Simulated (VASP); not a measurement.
Here is a VASP 6.6.1 calculation.

INCAR

```
SYSTEM = SnSe4
ALGO = Normal
DIPOL = 0.5 0.5 0.500
EDIFF = 1E-6
ENCUT = 520
GGA = PS
IDIPOL = 3
ISIF = 2
ISMEAR = 0
LASPH = .True.
LCHARG = .True.
LDIPOL = .True.
LELF = .True.
LREAL = .False.
LVACPOTAV = .True.
LVHAR = .True.
LWAVE = .False.
NBANDS = 27
NELM = 100
PREC = Accurate
SIGMA = 0.05
```

The input KPOINTS:

```
k-points
0
Gamma
  9 9 1
  0 0 0
```

Contents of POSCAR:

```
SnSe4
1.0
    3.8189235643      0.0000000000      0.0000000000
   -1.9094617822      3.3072848218      0.0000000000
    0.0000000000      0.0000000000     24.1191474567
Se Sn
4 1
Direct
    0.3333333333      0.6666666667      0.3109562647
    0.6666666667      0.3333333333      0.4342432228
    0.3333333333      0.6666666667      0.5657567772
    0.6666666667      0.3333333333      0.6890437353
    0.0000000000      0.0000000000      0.5000000000
```

Potentials or basis: VASP PAW PBE potentials, release 64 (Se, Sn_d).

Launch:

```sh
$ cat potpaw_PBE.64/Se/POTCAR potpaw_PBE.64/Sn_d/POTCAR > POTCAR
$ mpirun -np 1 vasp_std > vasp.out
```

Task: Estimate the band gap on the k mesh.

Result: Zero (bands 19 and 20 overlap by 1.06 eV).

Task: Predict the largest force.

Result: 0.496 eV/Å.

Forces in eV/Å, atoms in the order of the input:
```
Se   0.000  0.000  0.420
Se   0.000  0.000 -0.496
Se   0.000  0.000  0.496
Se   0.000  0.000 -0.420
Sn   0.000  0.000  0.000
```

Caveat: the PAW data sets were made with another functional, which shifts forces and pressure a little; spin-orbit coupling is left out, which moves the levels of the heavy elements.
